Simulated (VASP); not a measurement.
# P (Cmce) in VASP: notebook

Runs on P. Level: revPBE. Tasks: single point.

Program: VASP 6.6.1. These are calculated values, not measurements. Logs are shortened: lines on timing, memory, paths and dates and some standing lists are left out, and cuts for length are marked.

### 1 The cell of the first run

Symmetry: Cmce, No. 64, orthorhombic system. The conventional cell has a = 3.410 Å, b = 15.604 Å, c = 4.838 Å, α = 90.00°, β = 90.00°, γ = 90.00°. P (site symmetry m) has 3 P at 2.29 to 2.33 Å within 3.0 Å.

### 2 Single point, revPBE (32.18 Å³/atom)

Contents of INCAR:

```
PREC = Accurate
ENCUT = 520
EDIFF = 1E-6
ISMEAR = -1
SIGMA = 0.05
LREAL = F
LASPH = T
NELM = 80
ALGO = Normal
ISIF = 2
LWAVE = F
LCHARG = F
GGA = RE
NBANDS = 18
```

Contents of KPOINTS:

```
Automatic mesh
0
Gamma
  9 9 6
```

Contents of POSCAR:

```
P
1.0
    1.7052050570     -7.8021477009      0.0000000000
    1.7052050570      7.8021477009      0.0000000000
    0.0000000000      0.0000000000      4.8379359105
P
4
Direct
    0.0689909011      0.9310090989      0.9084753894
    0.5689909011      0.4310090989      0.5915246106
    0.9310090989      0.0689909011      0.0915246106
    0.4310090989      0.5689909011      0.4084753894
```

Potentials or basis: VASP PAW PBE potentials, release 64 (P).

On the command line:

```
$ cat potpaw_PBE.64/P/POTCAR > POTCAR
$ mpirun -np 1 vasp_std > vasp.out
```

OUTCAR:

```text
PREC = Accurate
   ENCUT = 520
   EDIFF = 1E-6
   ISMEAR = -1
   LREAL = F
   LASPH = T
   NELM = 80
   ISIF = 2
   GGA = RE

 ion  position               nearest neighbor table
   1  0.069  0.931  0.908-   2 2.29   2 2.29   3 2.33
   2  0.569  0.431  0.592-   1 2.29   1 2.29   4 2.33
   3  0.931  0.069  0.092-   4 2.29   4 2.29   1 2.33
   4  0.431  0.569  0.408-   3 2.29   3 2.29   2 2.33

  LATTYP: Found a base centered orthorhombic cell.
 ALAT       =     3.4104101140
 B/A-ratio  =     4.5754894221
 C/A-ratio  =     1.4185789242

  Lattice vectors:

 A1 = (   1.7052050570,  -7.8021477009,   0.0000000000)
 A2 = (   1.7052050570,   7.8021477009,   0.0000000000)
 A3 = (   0.0000000000,   0.0000000000,   4.8379359105)

Analysis of symmetry for initial positions (statically):
=====================================================================
 Subroutine PRICEL returns:
 Original cell was already a primitive cell.

 Routine SETGRP: Setting up the symmetry group for a
 base centered orthorhombic supercell.

 Subroutine GETGRP returns: Found  8 space group operations
 (whereof  4 operations were pure point group operations)
 out of a pool of  8 trial point group operations.

The static configuration has the point symmetry C_2h.
 The point group associated with its full space group is D_2h.

Analysis of symmetry for dynamics (positions and initial velocities):
=====================================================================
 Subroutine PRICEL returns:
 Original cell was already a primitive cell.

 Routine SETGRP: Setting up the symmetry group for a
 base centered orthorhombic supercell.

 Subroutine GETGRP returns: Found  8 space group operations
 (whereof  4 operations were pure point group operations)
 out of a pool of  8 trial point group operations.

The dynamic configuration has the point symmetry C_2h.
 The point group associated with its full space group is D_2h.

 Subroutine INISYM returns: Found  8 space group operations
 (whereof  4 operations are pure point group operations),
 and found     1 'primitive' translations

----------------------------------------------------------------------------------------

                                     Primitive cell

  volume of cell :     128.7303

  direct lattice vectors                    reciprocal lattice vectors
     1.705205057 -7.802147701  0.000000000     0.293219867 -0.064084919  0.000000000
     1.705205057  7.802147701  0.000000000     0.293219867  0.064084919  0.000000000
     0.000000000  0.000000000  4.837935910     0.000000000  0.000000000  0.206699720

  length of vectors
     7.986315360  7.986315360  4.837935910     0.300141245  0.300141245  0.206699720

  position of ions in fractional coordinates (direct lattice)
     0.068990901  0.931009099  0.908475389
     0.568990901  0.431009099  0.591524611
     0.931009099  0.068990901  0.091524611
     0.431009099  0.568990901  0.408475389

  ion indices of the primitive-cell ions
   primitive index   ion index
                 1           1
                 2           2
                 3           3
                 4           4

----------------------------------------------------------------------------------------

 KPOINTS: Automatic mesh

Automatic generation of k-mesh.
 Grid dimensions read from file:
 generate k-points for:    9    9    6

 Generating k-lattice:

  Cartesian coordinates                     Fractional coordinates (reciprocal lattice)
     0.032579985 -0.007120547  0.000000000     0.111111111 -0.000000000  0.000000000
     0.032579985  0.007120547  0.000000000    -0.000000000  0.111111111  0.000000000
     0.000000000  0.000000000  0.034449953     0.000000000  0.000000000  0.166666667

  Length of vectors
     0.033349027  0.033349027  0.034449953

  Shift w.r.t. Gamma in fractional coordinates (k-lattice)
     0.000000000  0.000000000  0.000000000

 Subroutine IBZKPT returns following result:
 ===========================================

 Found    100 irreducible k-points:

 Following reciprocal coordinates:
            Coordinates               Weight
  0.000000  0.000000  0.000000      1.000000
  0.111111 -0.000000  0.000000      4.000000
  0.222222 -0.000000  0.000000      4.000000
  0.333333 -0.000000  0.000000      4.000000
  0.444444 -0.000000  0.000000      4.000000
  0.111111  0.111111  0.000000      2.000000
[... 16 lines left out ...]
 -0.333333  0.333333  0.000000      2.000000
  0.444444  0.444444  0.000000      2.000000
 [... further k-points ...]
   k-points           NKPTS =    100   k-points in BZ     NKDIM =    100   number of bands    NBANDS=     18
   number of dos      NEDOS =    301   number of ions     NIONS =      4
   total plane-waves  NPLWV = 129600
   dimension x,y,z NGX =    60 NGY =   60 NGZ =   36
   dimension x,y,z NGXF=   120 NGYF=  120 NGZF=   72
   ions per type =               4
   NGX,Y,Z   is equivalent  to a cutoff of  12.49, 12.49, 12.37 a.u.
   NGXF,Y,Z  is equivalent  to a cutoff of  24.98, 24.98, 24.74 a.u.
 SYSTEM =  unknown system
   PREC   = accura    normal or accurate (medium, high low for compatibility)
   ISTART =      0    job   : 0-new  1-cont  2-samecut
   ICHARG =      2    charge: 1-file 2-atom 10-const
   ISPIN  =      1    spin polarized calculation?
   LNONCOLLINEAR =      F non collinear calculations
   LSORBIT =      F    spin-orbit coupling
   LASPH  =      T    aspherical Exc in radial PAW
   ENCUT  =  520.0 eV  38.22 Ry    6.18 a.u.  14.85 14.85  9.00*2*pi/ulx,y,z
   NELM   =     80;   NELMIN=  2; NELMDL= -5     # of ELM steps
   EDIFF  = 0.1E-05   stopping-criterion for ELM
   LREAL  =      F    real-space projection
   EDIFFG = 0.1E-04   stopping-criterion for IOM
   NSW    =      0    number of steps for IOM
   IBRION =     -1    ionic relax: 0-MD 1-quasi-New 2-CG
   NFREE  =      0    steps in history (QN), initial steepest desc. (CG)
   ISIF   =      2    stress and relaxation
   ISYM   =      2    0-nonsym 1-usesym 2-fastsym
   POTIM  = 0.5000    time-step for ionic-motion
   TEBEG  =    0.0;   TEEND  =   0.0 temperature during run
   PSTRESS=    0.0 pullay stress
   NELECT =      20.0000    total number of electrons
   NUPDOWN=      -1.0000    fix difference up-down
   EMIN   =  10.00;   EMAX   =-10.00  energy-range for DOS
   EFERMI =   0.00;   METHOD = LEGACY
   ISMEAR =    -1;   SIGMA  =   0.05  broadening in eV -4-tet -1-fermi 0-gaus
   EFERMI_NEDOS =   21; number of points for ismear=-14 and -15
   IALGO  =     38    algorithm
   IMIX   =      4    mixing-type and parameters
     AMIX     =   0.40;   BMIX     =  1.00
     AMIX_MAG =   1.60;   BMIX_MAG =  1.00
  volume/ion in A,a.u.               =      32.18       217.18
  Fermi-wavevector in a.u.,A,eV,Ry     =   0.880085  1.663119 10.538383  0.774549
  Thomas-Fermi vector in A             =   2.000397
   LORBIT       =      0    0 simple, 1 ext, 2 COOP (PROOUT), +10 PAW based schemes
   GGA     = RE    functional components
   LHFCALC =     F    Hartree Fock is set to
   AEXX    =    0.0000 exact exchange contribution
   IVDW    =     0    specifies the selected vdW correction
   LEPSILON=     F    determine dielectric tensor
   LRPA    =     F    only Hartree local field effects (RPA)
 non-spin polarized calculation
  energy-cutoff  :      520.00
  volume of cell :      128.73
 maximum number of plane-waves:      3508
   NGX = 29   NGY = 29   NGZ = 17

 number of electron      20.0000000 magnetization

 Free energy of the ion-electron system (eV)
  ---------------------------------------------------
  ext. energy  EPLUGINS =         0.00000000
  ---------------------------------------------------
  free energy    TOTEN  =       -20.34710125 eV

  energy without entropy =      -20.34710001  energy(sigma->0) =      -20.34710063

 E-fermi :   2.0208     XC(G=0):  -6.8763

 val. band max:        1.4896688962   @ k =  -0.4444   0.4444   0.0000
 cond. band min:       2.5001742451   @ k =  -0.4444   0.4444   0.0000
 fundamental gap:      1.0105053489
 Fermi energy:         2.0207820444

 k-point     1 :       0.0000    0.0000    0.0000
  band No.  band energies     occupation
      1     -12.6306      2.00000
      2     -10.4348      2.00000
      3      -7.4839      2.00000
      4      -3.6334      2.00000
      5      -3.4535      2.00000
      6      -2.3915      2.00000
[... 10 lines left out ...]
     17       7.5065      0.00000
     18       7.8498      0.00000

 k-point     2 :       0.1111   -0.0000    0.0000
  band No.  band energies     occupation
      1     -12.4963      2.00000
      2     -10.2930      2.00000
      3      -7.5483      2.00000
      4      -3.6078      2.00000
      5      -3.5344      2.00000
      6      -2.2801      2.00000
[... 10 lines left out ...]
     17       7.0447      0.00000
     18       8.1485      0.00000

 k-point     3 :       0.2222   -0.0000    0.0000
  band No.  band energies     occupation
      1     -12.0976      2.00000
      2      -9.8696      2.00000
      3      -7.8534      2.00000
      4      -4.3546      2.00000
      5      -3.2654      2.00000
      6      -3.1548      2.00000
[... 10 lines left out ...]
     17       7.0615      0.00000
     18       7.3088      0.00000

 k-point     4 :       0.3333   -0.0000    0.0000
  band No.  band energies     occupation
      1     -11.4487      2.00000
      2      -9.1707      2.00000
      3      -8.5699      2.00000
      4      -5.6574      2.00000
      5      -3.5049      2.00000
      6      -2.9521      2.00000
[... 10 lines left out ...]
     17       7.6342      0.00000
     18       8.3449      0.00000

 k-point     5 :       0.4444   -0.0000    0.0000
  band No.  band energies     occupation
      1     -10.5821      2.00000
      2      -9.5694      2.00000
      3      -8.2099      2.00000
      4      -7.0152      2.00000
      5      -3.2772      2.00000
      6      -2.9225      2.00000
[... 10 lines left out ...]
     17       8.2083      0.00000
     18       8.2398      0.00000

 k-point     6 :       0.1111    0.1111    0.0000
  band No.  band energies     occupation
      1     -12.0977      2.00000
      2      -9.8691      2.00000
      3      -7.8534      2.00000
      4      -4.3546      2.00000
      5      -3.2683      2.00000
      6      -3.1548      2.00000
[... 10 lines left out ...]
     17       7.1399      0.00000
     18       7.3062      0.00000

 k-point     7 :       0.2222    0.1111    0.0000
  band No.  band energies     occupation
      1     -11.4490      2.00000
      2      -9.1699      2.00000
      3      -8.5698      2.00000
      4      -5.6580      2.00000
      5      -3.5048      2.00000
      6      -2.9558      2.00000
[... 10 lines left out ...]
     17       7.6997      0.00000
     18       8.3694      0.00000

 k-point     8 :       0.3333    0.1111    0.0000
  band No.  band energies     occupation
      1     -10.5825      2.00000
      2      -9.5691      2.00000
      3      -8.2088      2.00000
      4      -7.0162      2.00000
      5      -3.2767      2.00000
      6      -2.9244      2.00000
[... 10 lines left out ...]
     17       8.1541      0.00000
     18       8.2944      0.00000
[... 229 lines left out ...]
     17       7.4501      0.00000
     18       8.2711      0.00000

 k-point    20 :       0.3333    0.3333    0.0000
  band No.  band energies     occupation
      1     -11.4479      2.00000
      2      -9.1735      2.00000
      3      -8.5702      2.00000
      4      -5.6556      2.00000
      5      -3.5054      2.00000
      6      -2.9392      2.00000
[... 10 lines left out ...]
     17       7.5288      0.00000
     18       8.2332      0.00000

 k-point    21 :       0.4444    0.3333    0.0000
  band No.  band energies     occupation
      1     -12.0965      2.00000
      2      -9.8728      2.00000
      3      -7.8533      2.00000
      4      -4.3547      2.00000
      5      -3.2438      2.00000
      6      -3.1554      2.00000
[... 10 lines left out ...]
     17       6.8348      0.00000
     18       7.3273      0.00000

 k-point    22 :      -0.4444    0.3333    0.0000
  band No.  band energies     occupation
      1     -12.4952      2.00000
      2     -10.2964      2.00000
      3      -7.5478      2.00000
      4      -3.6122      2.00000
      5      -3.5097      2.00000
      6      -2.3099      2.00000
[... 10 lines left out ...]
     17       7.0172      0.00000
     18       8.3803      0.00000

 k-point    23 :      -0.3333    0.3333    0.0000
  band No.  band energies     occupation
      1     -12.6296      2.00000
      2     -10.4377      2.00000
      3      -7.4834      2.00000
      4      -3.6109      2.00000
      5      -3.4588      2.00000
      6      -2.4184      2.00000
[... 10 lines left out ...]
     17       7.4035      0.00000
     18       8.1985      0.00000

 k-point    24 :       0.4444    0.4444    0.0000
  band No.  band energies     occupation
      1     -12.4951      2.00000
      2     -10.2968      2.00000
      3      -7.5477      2.00000
      4      -3.6128      2.00000
      5      -3.5062      2.00000
      6      -2.3140      2.00000
[... 10 lines left out ...]
     17       7.0130      0.00000
     18       8.3866      0.00000

 [... further k-points ...]

------------------------ aborting loop because EDIFF is reached ----------------------------------------

  FORCE on cell =-STRESS in cart. coord.  units (eV):
  Direction    XX          YY          ZZ          XY          YZ          ZX
  --------------------------------------------------------------------------------------
  -------------------------------------------------------------------------------------
  Total       -3.4866542     -1.9360876     -2.6891511      0.0000000     -0.0000000      0.0000000
  in kB      -43.3948885    -24.0965408    -33.4691673      0.0000000     -0.0000000      0.0000000
  external PRESSURE =     -33.6535322 kB  Pullay stress =       0.0000000 kB

 VOLUME and BASIS-vectors are now :
 -----------------------------------------------------------------------------
  energy-cutoff  :      520.00
  volume of cell :      128.73
      direct lattice vectors                 reciprocal lattice vectors
     1.705205057 -7.802147701  0.000000000     0.293219867 -0.064084919  0.000000000
     1.705205057  7.802147701  0.000000000     0.293219867  0.064084919  0.000000000
     0.000000000  0.000000000  4.837935910     0.000000000  0.000000000  0.206699720

 POSITION                                       TOTAL-FORCE (eV/Angst)
 -----------------------------------------------------------------------------------
      1.70521      6.72559      4.39515         0.000000      0.450545     -0.407501
      1.70521     -1.07655      2.86176         0.000000      0.450545      0.407501
      1.70521     -6.72559      0.44279         0.000000     -0.450545      0.407501
      1.70521      1.07655      1.97618         0.000000     -0.450545     -0.407501
 -----------------------------------------------------------------------------------
    total drift:                                0.000000     -0.000000      0.000000

  FREE ENERGIE OF THE ION-ELECTRON SYSTEM (eV)
  ---------------------------------------------------
  free  energy   TOTEN  =       -20.3471012548 eV

  energy  without entropy=      -20.3471000075  energy(sigma->0) =      -20.34710063
```

It took 2.4 min on 1 thread of Intel Xeon 6975P-C (Granite Rapids), shared host; peak memory 0.43 GiB.

What came out:

| Item | Value |
| --- | --- |
| Free energy | -20.3471 eV |
| Pressure | -3.4 GPa |
| Largest force | 0.607 eV/Å |
| Band gap on the k mesh | 1.01 eV |

Forces in eV/Å, atoms in the order of the input:
```
P    0.000  0.451 -0.408
P    0.000  0.451  0.408
P    0.000 -0.451  0.408
P    0.000 -0.451 -0.408
```

Stress tensor (GPa, compression positive):
```
-4.34  0.00  0.00
 0.00 -2.41  0.00
 0.00  0.00 -3.35
```

Levels at points of the mesh, in eV from the valence-band top:
```
           k point  band 8  band 9  band 10  band 11  band 12  band 13
(0.00, 0.00, 0.00)   -1.63   -1.37    -0.04     1.22     1.73     2.42
(0.00, 0.00, 0.50)   -2.34   -1.26    -1.26     1.90     1.90     3.52
```

Caveat: the cell stands under tension; the PAW data sets were made with another functional, which shifts forces and pressure a little; an odd mesh through Γ misses points on the zone boundary, where band edges can lie.

### 3 Single point, revPBE (33.37 Å³/atom)

This run uses another cell than the first one, of 33.37 Å³/atom.

Contents of INCAR:

```
PREC     = Accurate       # precision mode
ENCUT    = 520            # plane-wave cutoff, eV
EDIFF    = 1E-7           # SCF threshold, eV
ISMEAR   = -1             # smearing method
SIGMA    = 0.05           # smearing width, eV
LREAL    = F              # projectors in reciprocal space
LASPH    = T              # aspherical terms in the spheres
NELM     = 60             # most SCF steps
ALGO     = Normal         # electronic algorithm
ISIF     = 2              # what is computed and relaxed
LWAVE    = F              # write WAVECAR
LCHARG   = T              # write CHGCAR
GGA      = RE             # functional
LELF     = T              # ELF
LVHAR    = T            
NBANDS   = 18             # bands
```

Contents of KPOINTS:

```
regular mesh
0
Gamma
  9 9 6
```

Contents of POSCAR:

```
P
1.0
    1.7260022903     -7.8973052218      0.0000000000
    1.7260022903      7.8973052218      0.0000000000
    0.0000000000      0.0000000000      4.8969409442
P
4
Direct
    0.0689909011      0.9310090989      0.9084753894
    0.5689909011      0.4310090989      0.5915246106
    0.9310090989      0.0689909011      0.0915246106
    0.4310090989      0.5689909011      0.4084753894
```

Potentials or basis: VASP PAW PBE potentials, release 64 (P).

On the command line:

```
$ cat potpaw_PBE.64/P/POTCAR > POTCAR
$ mpirun -np 1 vasp_std > vasp.out
```

It took 2.6 min on 1 thread of Intel Xeon 6975P-C (Granite Rapids), shared host; peak memory 0.43 GiB.

Results (log left out):

```yaml
Free_energy: -20.2308 eV
Pressure: -4.4 GPa
Largest_force: 0.827 eV/Å
Band_gap_on_the_k_mesh: 1.05 eV
```

Forces in eV/Å, atoms in the order of the input:
```
P    0.000  0.620 -0.547
P    0.000  0.620  0.547
P    0.000 -0.620  0.547
P    0.000 -0.620 -0.547
```

Stress tensor (GPa, compression positive):
```
-5.66  0.00  0.00
 0.00 -3.24  0.00
 0.00  0.00 -4.43
```

Levels at points of the mesh, in eV from the valence-band top:
```tsv
k point	band 7	band 8	band 9	band 10	band 11	band 12	band 13	band 14
(0.00, 0.00, 0.00)	-2.92	-1.57	-1.27	-0.03	1.23	1.77	2.35	2.96
(0.00, 0.00, 0.50)	-2.25	-2.25	-1.20	-1.20	1.83	1.83	3.46	3.46
```

Caveat: the cell stands under tension; the PAW data sets were made with another functional, which shifts forces and pressure a little; an odd mesh through Γ misses points on the zone boundary, where band edges can lie.
